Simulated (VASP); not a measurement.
A run of VASP 6.6.1:

File INCAR:

```
PREC = Accurate ; ENCUT = 520
EDIFF = 1E-6 ; ISMEAR = 0
SIGMA = 0.1 ; LREAL = F
LASPH = T ; NELM = 80
ALGO = Normal ; ISIF = 2
LWAVE = F ; LCHARG = F
GGA = PE ; NBANDS = 21
```

Contents of KPOINTS:

```
Automatic mesh
0
Gamma
  6 6 6
```

The input POSCAR:

```
Si3Mo
1.0
   -1.8856943956      1.8856943956      3.8913723490
    1.8856943956     -1.8856943956      3.8913723490
    1.8856943956      1.8856943956     -3.8913723490
Si Mo
3 1
Direct
    0.5000000000      0.5000000000      0.0000000000
    0.2500000000      0.7500000000      0.5000000000
    0.7500000000      0.2500000000      0.5000000000
    0.0000000000      0.0000000000      0.0000000000
```

Potentials or basis: VASP PAW PBE potentials, release 64 (Si, Mo_sv).

Run with:

```console
$ cat potpaw_PBE.64/Si/POTCAR potpaw_PBE.64/Mo_sv/POTCAR > POTCAR
$ mpirun -np 1 vasp_std > vasp.out
```

Hardware: 1 thread of Intel(R) Xeon(R) Platinum 8559C (Emerald Rapids) (shared host).

Task: Estimate the wall time of this run.

Result: It took 20 s on 1 thread of Intel(R) Xeon(R) Platinum 8559C (Emerald Rapids) (shared host), peak memory 0.21 GiB. Counts: scf iterations 14, k points 30.
